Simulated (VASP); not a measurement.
**CaI2: electric field gradients with LDA**

CaI2:

```
CELL_PARAMETERS angstrom
4.41371 0.00000 0.00000
-2.20685 3.82238 0.00000
0.00000 0.00000 7.59130
ATOMIC_POSITIONS crystal
Ca 0.00000 0.00000 0.00000
I 0.33333 0.66667 0.22925
I 0.66667 0.33333 0.77075
```

- Program: VASP 6.6.1
- Task: electric field gradients
- Functional: LDA
- Potentials or basis: VASP PAW LDA potentials, release 64 (Ca_sv, I)
- Cutoff: 520 eV
- k mesh: 7 × 7 × 4
- Occupations: fermi-dirac, width 0.03 eV
- Spin: no spin polarisation
- Dipole correction: no
- Further INCAR settings: ALGO = Normal; EDIFF = 1e-08; NBANDS = 19

```json
{"Pressure": "-0.6 GPa", "Largest force": "0.012 eV/Å", "Band gap on the k mesh": "3.63 eV (least direct gap 4.19 eV)", "Largest electric field gradient by atom": "Ca +1.7; I -19.4 V/Å²"}
```

Forces on the atoms (eV/Å):
```
Ca   0.000  0.000  0.000
I    0.000  0.000  0.012
I    0.000  0.000 -0.012
```

Levels at points of the mesh, in eV from the valence-band top:
```
           k point  band 9  band 10  band 11  band 12  band 13  band 14  band 15  band 16
(0.00, 0.00, 0.00)   -0.77    -0.08     0.00     0.00     4.24     4.49     4.49     4.62
(0.00, 0.00, 0.50)   -0.74    -0.74    -0.04    -0.04     4.39     4.47     4.47     5.37
```

Electric field gradients, principal values (V/Å²):
```
atom   least  middle  greatest (by size)
1 Ca  -0.865  -0.866               1.731
 2 I   9.688   9.688             -19.376
 3 I   9.688   9.688             -19.376
```

It took 59 s on 1 thread of Intel(R) Xeon(R) Platinum 8488C (Sapphire Rapids) (shared host), peak memory 0.23 GiB.

Caveat: without QUAD_EFG the Cq values of the log hold for a quadrupole moment of 1 mb, not for the nuclei; spin-orbit coupling is left out, which moves the levels of the heavy elements; an odd mesh through Γ misses points on the zone boundary, where band edges can lie.
